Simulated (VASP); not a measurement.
Runs of VASP 6.6.1 on C. The structure is that of space group P6/mmm (No. 191), or close to it. The cells are those of the table. 

```tsv
task	level	potentials or basis	cell	gap on the mesh (eV)	pressure (GPa)	relaxed volume (Å³/atom)
relaxation of cell and atoms	BLYP+D3(BJ)	VASP PAW PBE potentials, release 64 (C)	relaxed from a = 2.456, b = 2.456, c = 8.524 Å, angles 90.0, 90.0, 120.0°, 2 atoms	1.52	-	(b)
single point	LDA	VASP PAW LDA potentials, release 64 (C)	a = 2.445, b = 2.445, c = 8.524 Å, angles 90.0, 90.0, 120.0°, 2 atoms	1.57	-	-
relaxation of cell and atoms	PBEsol+D3(BJ)	VASP PAW PBE potentials, release 64 (C)	relaxed from a = 2.456, b = 2.456, c = 8.524 Å, angles 90.0, 90.0, 120.0°, 2 atoms	1.55	-	(a)
relaxation of cell and atoms	LDA	VASP PAW LDA potentials, release 64 (C)	relaxed from a = 2.456, b = 2.456, c = 8.524 Å, angles 90.0, 90.0, 120.0°, 2 atoms	1.57	-	22.07
single point	PBEsol+D3(BJ)	VASP PAW PBE potentials, release 64 (C)	a = 2.458, b = 2.458, c = 3.548 Å, angles 90.0, 90.0, 120.0°, 2 atoms	0.56	(c)	-
single point	BLYP+D3(BJ)	VASP PAW PBE potentials, release 64 (C)	a = 2.470, b = 2.470, c = 3.448 Å, angles 90.0, 90.0, 120.0°, 2 atoms	0.36	-0.1	-
```

Alike in all rows: no spin polarisation; k mesh 13 × 13 × 4; cutoff (eV) 600; smearing fermi-dirac 0.1 eV.

Problem. Fill in the values left out.

Solution. (a) 22.32; (b) 22.55; (c) 0.2.

Caveats: some runs use coarse meshes; the PAW data sets were made with another functional, which shifts forces and pressure a little (some runs).

A k mesh can miss the band edges.
